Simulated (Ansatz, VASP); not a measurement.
One calculation of CuAu, two programs

```
Cu Au
1.0
     2.80000    0.00000    0.00000
     0.00000    2.80000    0.00000
     0.00000    0.00000    3.67000
Cu Au
1 1
Cartesian
  1.4000 1.4000 1.8350
  0.0000 0.0000 0.0000
```

Alike in both runs: task single point; functional RPBE; k mesh 6 × 6 × 4; occupations gaussian, width 0.1 eV; no spin polarisation.

|  | VASP | Ansatz |
| --- | --- | --- |
| version | VASP 6.6.1 | Ansatz 0.2.0 |
| potentials or method | VASP PAW PBE potentials, release 64 (Cu, Au), cutoff 520 eV | scalar-relativistic, plane waves, PAW |
| valence electrons in the cell | 22 | 38 |

|  | VASP | Ansatz | Ansatz less VASP |
| --- | --- | --- | --- |
| gap on the k mesh at the Fermi level (eV) | none | none | - |
| pressure (GPa) | 11.6 | 11.6 | 0.00 |
| traceless stress, the component that is largest in VASP (GPa) | -2.30 | -2.39 | -0.085 |

VASP's potentials were made for PBE, not for RPBE. A gap of «none» marks a metal or a gap that the smearing closes. VASP's potentials hold 22 valence electrons a cell and Ansatz's 38, so a difference there can come from the potentials and not from the codes.

The k mesh is coarse, so the values compare programs but aren't converged. Spin-orbit coupling is off throughout.
